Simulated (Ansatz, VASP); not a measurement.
**One calculation of Al5Si, two programs**

Contents of INCAR:

```
PREC = Accurate
ENCUT = 520
EDIFF = 1E-6
ISMEAR = -1
SIGMA = 0.08
LREAL = F
LASPH = T
NELM = 80
ALGO = Normal
ISIF = 2
LWAVE = F
LCHARG = F
LDIPOL = T
IDIPOL = 3
DIPOL = 0.5 0.5 0.500
GGA = PE
NBANDS = 18
```

The input KPOINTS:

```
Automatic mesh
0
Gamma
  13 9 1
```

POSCAR

```
Al5Si
1.0
    2.8574853682      0.0000000000      0.0000000000
    0.0000000000      4.0410945620      0.0000000000
    0.0000000000      0.0000000000     23.1437000000
Si Al
1 5
Direct
    0.2500000000      0.2500000000      0.3515890114
    0.7500000000      0.7500000000      0.4064851375
    0.2500000000      0.2500000000      0.4711659389
    0.7500000000      0.7500000000      0.5288340590
    0.2500000000      0.2500000000      0.5935148630
    0.7500000000      0.7500000000      0.6484109903
```

Input for Ansatz:

```yaml
crystal:
  lattice:
    - [2.8574853682, 0.0, 0.0]
    - [0.0, 4.041094562, 0.0]
    - [0.0, 0.0, 23.1437]
  atoms:
    - { symbol: Si, position: [0.25, 0.25, 0.3515890114] }
    - { symbol: Al, position: [0.75, 0.75, 0.4064851375] }
    - { symbol: Al, position: [0.25, 0.25, 0.4711659389] }
    - { symbol: Al, position: [0.75, 0.75, 0.528834059] }
    - { symbol: Al, position: [0.25, 0.25, 0.593514863] }
    - { symbol: Al, position: [0.75, 0.75, 0.6484109903] }
kpoints:
  mp_grid: { grid: [13, 9, 1] }
scf:
  occupations: { method: fermi_dirac, width: 0.08 }
hamiltonian:
  xc: pbe
  pseudopotentials: { kind: all_electron, lapw: { basis_error: 0.001 } }
output:
  forces: true
  stress: true
  eigenvalues: true
efield:
  axis: 3
  amplitude: 0
  dipole_correction: true
```

Alike in both runs: task single point; functional PBE; k mesh 13 × 9 × 1; occupations fermi-dirac, width 0.08 eV; no spin polarisation.

|  | VASP | Ansatz |
| --- | --- | --- |
| version | VASP 6.6.1 | Ansatz 0.2.0 |
| potentials or method | VASP PAW PBE potentials, release 64 (Si, Al), cutoff 520 eV | all-electron LAPW, scalar-relativistic |

VASP gave:

* rms of the force components (eV/Å): 0.196

Question: What did Ansatz give for the same quantities?

Answer: rms of the force components (eV/Å): 0.195.

Atom by atom the forces differ by 0.001 eV/Å (rms over components). Ansatz ran all-electron here, and VASP with PAW potentials.
